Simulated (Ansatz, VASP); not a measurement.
# Two plane-wave programs on GaN

```
Ga N
1.0
     9.56700    0.00000    0.00000
     0.00000   11.04702    0.00000
     0.00000    0.00000   10.37000
Ga N
48 48
Direct
  0.00000 0.00039 0.00002
  0.00000 0.16628 0.25002
  0.00000 0.16628 0.75002
  0.16667 0.91628 0.25002
  0.16667 0.91628 0.75002
  0.83333 0.91628 0.25002
  0.83333 0.91628 0.75002
  0.33333 0.00039 0.00002
  0.66667 0.00039 0.00002
  0.16667 0.25039 0.00002
  0.16667 0.75039 0.00002
  0.83333 0.25039 0.00002
  0.83333 0.75039 0.00002
  0.00000 0.66628 0.25002
  0.00000 0.66628 0.75002
  0.33333 0.16628 0.25002
  0.33333 0.16628 0.75002
  0.66667 0.16628 0.25002
  0.66667 0.16628 0.75002
  0.00000 0.00039 0.50002
  0.33333 0.66628 0.25002
  0.33333 0.66628 0.75002
  0.66667 0.66628 0.25002
  0.66667 0.66628 0.75002
  0.16667 0.41628 0.25002
  0.16667 0.41628 0.75002
  0.50000 0.91628 0.25002
  0.50000 0.91628 0.75002
  0.83333 0.41628 0.25002
  0.83333 0.41628 0.75002
  0.00000 0.50039 0.00002
  0.50000 0.25039 0.00002
  0.50000 0.75039 0.00002
  0.33333 0.00039 0.50002
  0.66667 0.00039 0.50002
  0.16667 0.25039 0.50002
  0.16667 0.75039 0.50002
  0.83333 0.25039 0.50002
  0.83333 0.75039 0.50002
  0.33333 0.50039 0.00002
  0.66667 0.50039 0.00002
  0.50000 0.41628 0.25002
  0.50000 0.41628 0.75002
  0.00000 0.50039 0.50002
  0.50000 0.25039 0.50002
  0.50000 0.75039 0.50002
  0.33333 0.50039 0.50002
  0.66667 0.50039 0.50002
  0.00000 0.16702 0.93848
  0.16667 0.91702 0.93848
  0.83333 0.91702 0.93848
  0.00000 0.99964 0.18848
  0.00000 0.99964 0.68848
  0.00000 0.66702 0.93848
  0.33333 0.16702 0.93848
  0.66667 0.16702 0.93848
  0.33333 0.99964 0.18848
  0.66667 0.99964 0.18848
  0.16667 0.24964 0.18848
  0.16667 0.74964 0.18848
  0.83333 0.24964 0.18848
  0.83333 0.74964 0.18848
  0.33333 0.99964 0.68848
  0.66667 0.99964 0.68848
  0.16667 0.24964 0.68848
  0.16667 0.74964 0.68848
  0.83333 0.24964 0.68848
  0.83333 0.74964 0.68848
  0.00000 0.16702 0.43848
  0.16667 0.91702 0.43848
  0.83333 0.91702 0.43848
  0.33333 0.66702 0.93848
  0.66667 0.66702 0.93848
  0.16667 0.41702 0.93848
  0.50000 0.91702 0.93848
  0.83333 0.41702 0.93848
  0.00000 0.66702 0.43848
  0.33333 0.16702 0.43848
  0.66667 0.16702 0.43848
  0.00000 0.49964 0.18848
  0.50000 0.24964 0.18848
  0.50000 0.74964 0.18848
  0.00000 0.49964 0.68848
  0.50000 0.24964 0.68848
  0.50000 0.74964 0.68848
  0.33333 0.66702 0.43848
  0.66667 0.66702 0.43848
  0.16667 0.41702 0.43848
  0.50000 0.91702 0.43848
  0.83333 0.41702 0.43848
  0.50000 0.41702 0.93848
  0.33333 0.49964 0.18848
  0.66667 0.49964 0.18848
  0.33333 0.49964 0.68848
  0.66667 0.49964 0.68848
  0.50000 0.41702 0.43848
```

Alike in both runs: task electric field gradients; functional PBE-based screened hybrid with a share of 0.31 of exact exchange and HFSCREEN = 0.2079; k mesh 1 × 1 × 1; no spin polarisation.

|  | VASP | Ansatz |
| --- | --- | --- |
| version | VASP 6.6.1 | Ansatz 0.2.0 |
| potentials or method | VASP PAW PBE potentials, release 64 (Ga_d, N) | scalar-relativistic, plane waves, PAW |
| plane-wave cutoff (eV) | 520 | 420 |
| occupations | gaussian, width 0.01 eV | fixed |
| valence electrons in the cell | 864 | 864 |

|  | VASP | Ansatz | Ansatz less VASP |
| --- | --- | --- | --- |
| gap on the k mesh at the Fermi level (eV) | 3.56 | 3.53 | -0.029 |
| least direct gap on the mesh (eV) | 3.56 | 3.53 | -0.029 |
| rms of the force components (eV/Å) | 0.014 | 0.014 | 0.0000 |

VASP's potentials were made for PBE, not for PBE-based screened hybrid.

The k mesh is coarse, so the values compare programs but aren't converged.
